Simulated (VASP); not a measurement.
# TePb (Fm-3m) in VASP: notebook, part 2 of 2

VASP 6.6.1.

## Step 5: Single point, PBE

This run uses another cell than the first one, of 35.47 Å³/atom, 1.011 times its volume.

INCAR reads:

```
PREC     = Accurate       # precision mode
ENCUT    = 520            # plane-wave cutoff, eV
EDIFF    = 1E-7           # SCF threshold, eV
ISMEAR   = -1             # smearing method
SIGMA    = 0.05           # smearing width, eV
LREAL    = False          # projectors in reciprocal space
LASPH    = True           # aspherical terms in the spheres
NELM     = 100            # most SCF steps
ALGO     = Normal         # electronic algorithm
ISIF     = 2              # what is computed and relaxed
LWAVE    = False          # write WAVECAR
LCHARG   = False          # write CHGCAR
GGA      = PE             # functional
NBANDS   = 17             # bands
```

KPOINTS reads:

```
regular mesh
0
Gamma
  7 7 7
```

POSCAR reads:

```
TePb
1.0
    0.0000000000      3.2856218016      3.2856218016
    3.2856218016      0.0000000000      3.2856218016
    3.2856218016      3.2856218016      0.0000000000
Pb Te
1 1
Direct
    0.0000000000      0.0000000000      0.0000000000
    0.5000000000      0.5000000000      0.5000000000
```

Potentials or basis: VASP PAW PBE potentials, release 64 (Pb_d, Te).

The run is started by

```sh
$ cat potpaw_PBE.64/Pb_d/POTCAR potpaw_PBE.64/Te/POTCAR > POTCAR
$ mpirun -np 1 vasp_std > vasp.out
```

OUTCAR:

```text
PREC = Accurate
   ENCUT = 520
   EDIFF = 1E-7
   ISMEAR = -1
   LREAL = False
   LASPH = True
   NELM = 100
   ISIF = 2
   GGA = PE

 ion  position               nearest neighbor table
   1  0.000  0.000  0.000-   2 3.29   2 3.29   2 3.29   2 3.29   2 3.29   2 3.29
   2  0.500  0.500  0.500-   1 3.29   1 3.29   1 3.29   1 3.29   1 3.29   1 3.29

  LATTYP: Found a face centered cubic cell.
 ALAT       =     6.5712436032

  Lattice vectors:

 A1 = (   0.0000000000,   3.2856218016,   3.2856218016)
 A2 = (   3.2856218016,   0.0000000000,   3.2856218016)
 A3 = (   3.2856218016,   3.2856218016,   0.0000000000)

Analysis of symmetry for initial positions (statically):
=====================================================================
 Subroutine PRICEL returns:
 Original cell was already a primitive cell.

 Routine SETGRP: Setting up the symmetry group for a
 face centered cubic supercell.

 Subroutine GETGRP returns: Found 48 space group operations
[... 9 lines left out ...]

 Routine SETGRP: Setting up the symmetry group for a
 face centered cubic supercell.

 Subroutine GETGRP returns: Found 48 space group operations
[... 11 lines left out ...]
                                     Primitive cell

  volume of cell :      70.9386

  direct lattice vectors                    reciprocal lattice vectors
     0.000000000  3.285621802  3.285621802    -0.152178196  0.152178196  0.152178196
     3.285621802  0.000000000  3.285621802     0.152178196 -0.152178196  0.152178196
     3.285621802  3.285621802  0.000000000     0.152178196  0.152178196 -0.152178196

  length of vectors
     4.646570913  4.646570913  4.646570913     0.263580368  0.263580368  0.263580368

  position of ions in fractional coordinates (direct lattice)
     0.000000000  0.000000000  0.000000000
     0.500000000  0.500000000  0.500000000

  ion indices of the primitive-cell ions
   primitive index   ion index
                 1           1
                 2           2

----------------------------------------------------------------------------------------

 KPOINTS: regular mesh

Automatic generation of k-mesh.
 Grid dimensions read from file:
 generate k-points for:    7    7    7

 Generating k-lattice:

  Cartesian coordinates                     Fractional coordinates (reciprocal lattice)
    -0.021739742  0.021739742  0.021739742     0.142857143  0.000000000  0.000000000
     0.021739742 -0.021739742  0.021739742     0.000000000  0.142857143  0.000000000
     0.021739742  0.021739742 -0.021739742     0.000000000  0.000000000  0.142857143

  Length of vectors
     0.037654338  0.037654338  0.037654338

  Shift w.r.t. Gamma in fractional coordinates (k-lattice)
     0.000000000  0.000000000  0.000000000

 Subroutine IBZKPT returns following result:
 ===========================================

 Found     20 irreducible k-points:

 Following reciprocal coordinates:
            Coordinates               Weight
  0.000000  0.000000  0.000000      1.000000
  0.142857  0.000000  0.000000      8.000000
  0.285714  0.000000  0.000000      8.000000
  0.428571  0.000000  0.000000      8.000000
  0.142857  0.142857  0.000000      6.000000
  0.285714  0.142857  0.000000     24.000000
[... 12 lines left out ...]
 -0.428571  0.428571  0.142857     24.000000
 -0.285714  0.428571  0.142857     24.000000
   k-points           NKPTS =     20   k-points in BZ     NKDIM =     20   number of bands    NBANDS=     17
   number of dos      NEDOS =    301   number of ions     NIONS =      2
   total plane-waves  NPLWV =  46656
   dimension x,y,z NGX =    36 NGY =   36 NGZ =   36
   dimension x,y,z NGXF=    72 NGYF=   72 NGZF=   72
   ions per type =               1   1
   NGX,Y,Z   is equivalent  to a cutoff of  12.88, 12.88, 12.88 a.u.
   NGXF,Y,Z  is equivalent  to a cutoff of  25.76, 25.76, 25.76 a.u.
 SYSTEM =  unknown system
   PREC   = accura    normal or accurate (medium, high low for compatibility)
   ISTART =      0    job   : 0-new  1-cont  2-samecut
   ICHARG =      2    charge: 1-file 2-atom 10-const
   ISPIN  =      1    spin polarized calculation?
   LNONCOLLINEAR =      F non collinear calculations
   LSORBIT =      F    spin-orbit coupling
   LASPH  =      T    aspherical Exc in radial PAW
   ENCUT  =  520.0 eV  38.22 Ry    6.18 a.u.   8.64  8.64  8.64*2*pi/ulx,y,z
   NELM   =    100;   NELMIN=  2; NELMDL= -5     # of ELM steps
   EDIFF  = 0.1E-06   stopping-criterion for ELM
   LREAL  =      F    real-space projection
   EDIFFG = 0.1E-05   stopping-criterion for IOM
   NSW    =      0    number of steps for IOM
   IBRION =     -1    ionic relax: 0-MD 1-quasi-New 2-CG
   NFREE  =      0    steps in history (QN), initial steepest desc. (CG)
   ISIF   =      2    stress and relaxation
   ISYM   =      2    0-nonsym 1-usesym 2-fastsym
   POTIM  = 0.5000    time-step for ionic-motion
   TEBEG  =    0.0;   TEEND  =   0.0 temperature during run
   PSTRESS=    0.0 pullay stress
   NELECT =      20.0000    total number of electrons
   NUPDOWN=      -1.0000    fix difference up-down
   EMIN   =  10.00;   EMAX   =-10.00  energy-range for DOS
   EFERMI =   0.00;   METHOD = LEGACY
   ISMEAR =    -1;   SIGMA  =   0.05  broadening in eV -4-tet -1-fermi 0-gaus
   EFERMI_NEDOS =   21; number of points for ismear=-14 and -15
   IALGO  =     38    algorithm
   IMIX   =      4    mixing-type and parameters
     AMIX     =   0.40;   BMIX     =  1.00
     AMIX_MAG =   1.60;   BMIX_MAG =  1.00
  volume/ion in A,a.u.               =      35.47       239.36
  Fermi-wavevector in a.u.,A,eV,Ry     =   1.073472  2.028567 15.678557  1.152341
  Thomas-Fermi vector in A             =   2.209272
   LORBIT       =      0    0 simple, 1 ext, 2 COOP (PROOUT), +10 PAW based schemes
   GGA     = PE    functional components
[... 5 lines left out ...]
 non-spin polarized calculation
  energy-cutoff  :      520.00
  volume of cell :       70.94
 maximum number of plane-waves:      1923
   NGX = 17   NGY = 17   NGZ = 17

 number of electron      19.9999999 magnetization

 Free energy of the ion-electron system (eV)
  ---------------------------------------------------
  ext. energy  EPLUGINS =         0.00000000
  ---------------------------------------------------
  free energy    TOTEN  =        -7.52395696 eV

  energy without entropy =       -7.52395547  energy(sigma->0) =       -7.52395622

 E-fermi :   5.4452     XC(G=0):  -9.0759

 val. band max:        4.8935654674   @ k =   0.4286   0.0000   0.0000
 cond. band min:       5.9728917676   @ k =   0.4286   0.0000   0.0000
 fundamental gap:      1.0793263002
 Fermi energy:         5.4452354060

 k-point     1 :       0.0000    0.0000    0.0000
  band No.  band energies     occupation
      1     -11.6566      2.00000
      2     -11.6566      2.00000
      3     -11.6510      2.00000
      4     -11.6510      2.00000
      5     -11.6510      2.00000
      6      -6.6240      2.00000
[... 9 lines left out ...]
     16      10.9003      0.00000
     17      12.3903      0.00000

 k-point     2 :       0.1429    0.0000    0.0000
  band No.  band energies     occupation
      1     -11.6585      2.00000
      2     -11.6585      2.00000
      3     -11.6505      2.00000
      4     -11.6486      2.00000
      5     -11.6486      2.00000
      6      -6.4620      2.00000
[... 9 lines left out ...]
     16      11.2629      0.00000
     17      13.5431      0.00000

 k-point     3 :       0.2857    0.0000    0.0000
  band No.  band energies     occupation
      1     -11.6635      2.00000
      2     -11.6635      2.00000
      3     -11.6495      2.00000
      4     -11.6425      2.00000
      5     -11.6425      2.00000
      6      -6.0071      2.00000
[... 312 lines left out ...]
 k-point    19 :      -0.4286    0.4286    0.1429
  band No.  band energies     occupation
      1     -11.6932      2.00000
      2     -11.6535      2.00000
      3     -11.6533      2.00000
      4     -11.6360      2.00000
      5     -11.6311      2.00000
      6      -5.1196      2.00000
[... 9 lines left out ...]
     16      15.0381      0.00000
     17      15.9050      0.00000

 k-point    20 :      -0.2857    0.4286    0.1429
  band No.  band energies     occupation
      1     -11.6884      2.00000
      2     -11.6577      2.00000
      3     -11.6472      2.00000
      4     -11.6415      2.00000
      5     -11.6312      2.00000
      6      -5.0059      2.00000
[... 9 lines left out ...]
     16      15.2813      0.00000
     17      15.6241      0.00000

------------------------ aborting loop because EDIFF is reached ----------------------------------------

  FORCE on cell =-STRESS in cart. coord.  units (eV):
  Direction    XX          YY          ZZ          XY          YZ          ZX
  --------------------------------------------------------------------------------------
  -------------------------------------------------------------------------------------
  Total       -0.0368500     -0.0368500     -0.0368500      0.0000000      0.0000000     -0.0000000
  in kB       -0.8322720     -0.8322720     -0.8322720      0.0000000      0.0000000     -0.0000000
  external PRESSURE =      -0.8322720 kB  Pullay stress =       0.0000000 kB

 VOLUME and BASIS-vectors are now :
 -----------------------------------------------------------------------------
  energy-cutoff  :      520.00
  volume of cell :       70.94
      direct lattice vectors                 reciprocal lattice vectors
     0.000000000  3.285621802  3.285621802    -0.152178196  0.152178196  0.152178196
     3.285621802  0.000000000  3.285621802     0.152178196 -0.152178196  0.152178196
     3.285621802  3.285621802  0.000000000     0.152178196  0.152178196 -0.152178196

 POSITION                                       TOTAL-FORCE (eV/Angst)
 -----------------------------------------------------------------------------------
      0.00000      0.00000      0.00000        -0.000000      0.000000      0.000000
      3.28562      3.28562      3.28562         0.000000     -0.000000     -0.000000
 -----------------------------------------------------------------------------------
    total drift:                               -0.000000      0.000000      0.000000

  FREE ENERGIE OF THE ION-ELECTRON SYSTEM (eV)
  ---------------------------------------------------
  free  energy   TOTEN  =        -7.5239569606 eV

  energy  without entropy=       -7.5239554700  energy(sigma->0) =       -7.52395622
```

Run time: 18 s. Hardware: 1 thread of AMD EPYC 9R45 (Zen 5), shared host; peak memory 0.18 GiB.

Results:

```yaml
Free_energy: -7.5240 eV
Pressure: -0.1 GPa
```

Caveat: this odd mesh misses L, where the gap lies, so gap, dielectric constants and Born charges aren't listed; spin-orbit coupling is left out, which moves the levels of the heavy elements.

## Step 6: The runs side by side

| level | spin | cell | cutoff (eV) | smearing | pressure (GPa) | moment (μB) |
| --- | --- | --- | --- | --- | --- | --- |
| PBEsol | non-collinear, zero start, SOC | a = 4.629 Å, angles 60.0°, 2 atoms | 500 | fermi-dirac 0.05 eV | -2.0 | 0.00 |
| PBEsol | non-collinear, zero start, SOC | a = 4.659 Å, angles 60.0°, 2 atoms | 500 | fermi-dirac 0.05 eV | -2.7 | 0.00 |
| PBE | off | a = 4.569 Å, angles 60.0°, 2 atoms | 520 | gaussian 0.15 eV | 2.1 | - |
| PBE | off | a = 4.647 Å, angles 60.0°, 2 atoms | 520 | fermi-dirac 0.05 eV | -0.1 | - |

Alike in all rows: task single point; potentials or basis VASP PAW PBE potentials, release 64 (Pb_d, Te); k mesh 7 × 7 × 7.

Caveats: the PAW data sets were made with another functional, which shifts forces and pressure a little (some runs); spin-orbit coupling is left out, which moves the levels of the heavy elements (some runs).

Total energies depend on the potentials used, so only differences within one code and one set of settings carry meaning.
